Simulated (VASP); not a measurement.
# TiAl2 (Cmmm) in VASP: further runs, part 2 of 2

VASP 6.6.1. The steps go on from the part before.

**3. Single point, r2SCAN**

This run uses another cell than the first one, of 15.71 Å³/atom.

Input file POSCAR:

```
TiAl2
1.0
    1.9566755066     -6.0339436914      0.0000000000
    1.9566755066      6.0339436914      0.0000000000
    0.0000000000      0.0000000000      3.9928634801
Ti Al
2 4
Direct
    0.6564175581      0.3435824419      0.0000000000
    0.3435824419      0.6564175581      0.0000000000
    0.0000000000      0.0000000000      0.0000000000
    0.8274221863      0.1725778137      0.5000000000
    0.1725778137      0.8274221863      0.5000000000
    0.5000000000      0.5000000000      0.5000000000
```

Input file INCAR.step1:

```
SYSTEM = TiAl2
  PREC = Accurate
  ENCUT = 520
  ISMEAR = 0
  SIGMA = 0.1
  LREAL = .FALSE.
  LASPH = .TRUE.
  NELM = 100
  NBANDS = 27
  GGA = PE
  ALGO = Normal
  EDIFF = 1E-4
  LWAVE = .TRUE.
  LCHARG = .FALSE.
```

Input file INCAR.step2:

```
SYSTEM = TiAl2
  PREC = Accurate
  ENCUT = 520
  EDIFF = 1E-7
  ISMEAR = 0
  SIGMA = 0.1
  LREAL = .FALSE.
  LASPH = .TRUE.
  NELM = 100
  ALGO = Normal
  ISIF = 2
  LWAVE = .FALSE.
  LCHARG = .TRUE.
  METAGGA = R2SCAN
  LMIXTAU = .TRUE.
  LELF = .TRUE.
  LVHAR = .TRUE.
  NBANDS = 27
  ISTART = 1
```

Input file KPOINTS:

```
Automatic mesh
0
G
  10 10 10
  0 0 0
```

Potentials or basis: VASP PAW PBE potentials, release 64 (Ti_sv, Al).

On the command line:

```sh
$ cat potpaw_PBE.64/Ti_sv/POTCAR potpaw_PBE.64/Al/POTCAR > POTCAR
$ cp INCAR.step1 INCAR
$ mpirun -np 1 vasp_std > vasp.out
$ cp INCAR.step2 INCAR
$ mpirun -np 1 vasp_std > vasp.out
```

OUTCAR:

```text
SYSTEM = TiAl2
   PREC = Accurate
   ENCUT = 520
   EDIFF = 1E-7
   ISMEAR = 0
   LREAL = .FALSE.
   LASPH = .TRUE.
   NELM = 100
   ISIF = 2
   METAGGA = R2SCAN
   ISTART = 1

 ion  position               nearest neighbor table
   1  0.656  0.344  0.000-   3 2.72   3 2.72   6 2.75   6 2.75   5 2.80   5 2.80   5 2.80   5 2.80
                             4 2.87   4 2.87
   2  0.344  0.656  0.000-   3 2.72   3 2.72   6 2.75   6 2.75   4 2.80   4 2.80   4 2.80   4 2.80
                             5 2.87   5 2.87
   3  0.000  0.000  0.000-   1 2.72   2 2.72   1 2.72   2 2.72   6 2.80   6 2.80   6 2.80   6 2.80
                             4 2.88   4 2.88   5 2.88   5 2.88
   4  0.827  0.173  0.500-   5 2.71   5 2.71   2 2.80   2 2.80   2 2.80   2 2.80   6 2.86   6 2.86
                             1 2.87   1 2.87   3 2.88   3 2.88
   5  0.173  0.827  0.500-   4 2.71   4 2.71   1 2.80   1 2.80   1 2.80   1 2.80   6 2.86   6 2.86
                             2 2.87   2 2.87   3 2.88   3 2.88
   6  0.500  0.500  0.500-   1 2.75   2 2.75   1 2.75   2 2.75   3 2.80   3 2.80   3 2.80   3 2.80
                             5 2.86   4 2.86   5 2.86   4 2.86

  LATTYP: Found a base centered orthorhombic cell.
 ALAT       =     3.9133510132
 B/A-ratio  =     3.0837733038
[... 195 lines left out ...]
 Fermi energy:         8.6552290059

 k-point     1 :       0.0000    0.0000    0.0000
  band No.  band energies     occupation
      1     -50.3982      2.00000
      2     -50.3660      2.00000
      3     -25.7277      2.00000
      4     -25.6919      2.00000
      5     -25.6717      2.00000
      6     -25.6487      2.00000
[... 709 lines left out ...]
     26      12.0570      0.00000
     27      12.0733      0.00000

 [... further k-points ...]

------------------------ aborting loop because EDIFF is reached ----------------------------------------

  FORCE on cell =-STRESS in cart. coord.  units (eV):
  Direction    XX          YY          ZZ          XY          YZ          ZX
  --------------------------------------------------------------------------------------
  -------------------------------------------------------------------------------------
  Total       -0.0150529     -0.0006458     -0.0059435      0.0000000      0.0000000      0.0000000
  in kB       -0.2557973     -0.0109738     -0.1010000      0.0000000      0.0000000      0.0000000
  external PRESSURE =      -0.1225904 kB  Pullay stress =       0.0000000 kB

 VOLUME and BASIS-vectors are now :
 -----------------------------------------------------------------------------
  energy-cutoff  :      520.00
  volume of cell :       94.28
      direct lattice vectors                 reciprocal lattice vectors
     1.956675507 -6.033943691  0.000000000     0.255535472 -0.082864545  0.000000000
     1.956675507  6.033943691  0.000000000     0.255535472  0.082864545  0.000000000
     0.000000000  0.000000000  3.992863480     0.000000000  0.000000000  0.250446830

 POSITION                                       TOTAL-FORCE (eV/Angst)
 -----------------------------------------------------------------------------------
      1.95668     -1.88763      0.00000         0.000000     -0.000432      0.000000
      1.95668      1.88763      0.00000         0.000000      0.000432     -0.000000
      0.00000      0.00000      0.00000         0.000000      0.000000      0.000000
      1.95668     -3.95129      1.99643         0.000000     -0.006551      0.000000
      1.95668      3.95129      1.99643         0.000000      0.006551      0.000000
      1.95668      0.00000      1.99643        -0.000000     -0.000000      0.000000
 -----------------------------------------------------------------------------------
    total drift:                                0.000000      0.000000      0.000000

  FREE ENERGIE OF THE ION-ELECTRON SYSTEM (eV)
  ---------------------------------------------------
  free  energy   TOTEN  =       -55.6961481318 eV

  energy  without entropy=      -55.6842371953  energy(sigma->0) =      -55.69019266
```

OSZICAR.step1:

```text
N       E                     dE             d eps       ncg     rms          rms(c)
DAV:   1     0.334954107892E+03    0.33495E+03   -0.16497E+04 10060   0.134E+03
DAV:   2     0.189011142929E+01   -0.33306E+03   -0.32409E+03 10105   0.400E+02
DAV:   3    -0.334061398785E+02   -0.35296E+02   -0.34616E+02 17293   0.110E+02
DAV:   4    -0.368113079530E+02   -0.34052E+01   -0.33737E+01 14213   0.302E+01
DAV:   5    -0.370081684130E+02   -0.19686E+00   -0.19680E+00 15110   0.617E+00    0.151E+01
DAV:   6    -0.341805117453E+02    0.28277E+01   -0.36619E+01 13284   0.405E+01    0.716E+00
DAV:   7    -0.332983012480E+02    0.88221E+00   -0.87976E+00 12663   0.207E+01    0.366E+00
DAV:   8    -0.332258763347E+02    0.72425E-01   -0.76634E-01 12826   0.670E+00    0.102E+00
DAV:   9    -0.332160696338E+02    0.98067E-02   -0.10713E-01 13993   0.258E+00    0.387E-01
DAV:  10    -0.332170401936E+02   -0.97056E-03   -0.55784E-03 13538   0.508E-01    0.192E-01
DAV:  11    -0.332171667484E+02   -0.12655E-03   -0.44355E-03 13243   0.466E-01    0.125E-01
DAV:  12    -0.332169955647E+02    0.17118E-03   -0.15488E-03 12937   0.301E-01    0.272E-02
DAV:  13    -0.332169837909E+02    0.11774E-04   -0.88721E-05  6854   0.899E-02
   1 F= -.33216984E+02 E0= -.33210366E+02  d E =-.132347E-01
```

It took 15 min on 1 thread of Intel Xeon 6975P-C (Granite Rapids), shared host; peak memory 0.56 GiB.

What came out:

```yaml
Free_energy: -55.6961 eV
Pressure: 0.0 GPa
Largest_force: 0.007 eV/Å
Band_gap_on_the_k_mesh: zero (bands 18 and 19 overlap by 1.77 eV)
```

Forces on the atoms (eV/Å):
```
Ti   0.000  0.000  0.000
Ti   0.000  0.000  0.000
Al   0.000  0.000  0.000
Al   0.000 -0.007  0.000
Al   0.000  0.007  0.000
Al   0.000  0.000  0.000
```

Caveat: the PAW data sets were made with another functional, which shifts forces and pressure a little.
